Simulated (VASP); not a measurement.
Wanted: the native input for a VASP 6.6.1 run.

```yaml
Task: single point
Functional: PBEsol
Potentials_or_basis: VASP PAW PBE potentials, release 64 (Al, Ga_d, N)
Cutoff: 520 eV
k_mesh: 6 × 8 × 4
Occupations: gaussian, width 0.02 eV
Spin: no spin polarisation
Dipole_correction: no
Further_INCAR_settings: ALGO = Normal; EDIFF = 1e-07; NBANDS = 31
```

The structure of Al3GaN4 lies in POSCAR:

```
Al3GaN4
1.0
    5.0434080196      0.0000000000     -0.0000869255
    0.0000000000      3.1300738974      0.0000000000
   -0.0032061021      0.0000000000      5.5805317818
Al Ga N
3 1 4
Direct
    0.5013467319      0.5000000000      0.1666053511
    0.0020056588      0.5000000000      0.8353732110
    0.0022589502      0.0000000000      0.3324722263
    0.5008776425      0.0000000000      0.6653540368
    0.1102288404      0.0000000000      0.6637067819
    0.1211263349      0.5000000000      0.1645205496
    0.6237179584      0.5000000000      0.8428910672
    0.6220368830      0.0000000000      0.3290777760
```

This cell differs from its parent crystal: strain along c alone, the other axes held: +3.0 %, then relaxed in part.

The input as run:

INCAR

```
PREC     = Accurate       # precision mode
ENCUT    = 520            # plane-wave cutoff, eV
EDIFF    = 1E-7           # SCF threshold, eV
ISMEAR   = 0              # smearing method
SIGMA    = 0.02           # smearing width, eV
LREAL    = F              # projectors in reciprocal space
LASPH    = T              # aspherical terms in the spheres
NELM     = 100            # most SCF steps
ALGO     = Normal         # electronic algorithm
ISIF     = 2              # what is computed and relaxed
LWAVE    = F              # write WAVECAR
LCHARG   = F              # write CHGCAR
GGA      = PS             # functional
NBANDS   = 31             # bands
```

KPOINTS

```
Automatic mesh
0
Gamma
  6 8 4
```

Potentials or basis: VASP PAW PBE potentials, release 64 (Al, Ga_d, N).

Run with:

```sh
$ cat potpaw_PBE.64/Al/POTCAR potpaw_PBE.64/Ga_d/POTCAR potpaw_PBE.64/N/POTCAR > POTCAR
$ mpirun -np 1 vasp_std > vasp.out
```

Results of the run:

```yaml
Pressure: -5.7 GPa
Largest_force: 0.013 eV/Å
Band_gap_on_the_k_mesh: 3.19 eV
```

Caveat: the cell differs from its parent crystal (strain along c alone, the other axes held: +3.0 %, then relaxed in part); the cell stands under tension; the PAW data sets were made with another functional, which shifts forces and pressure a little.

Wall time 2.6 min on 1 thread of Intel(R) Xeon(R) Platinum 8488C (Sapphire Rapids), with other jobs on the host, peak memory 0.29 GiB.
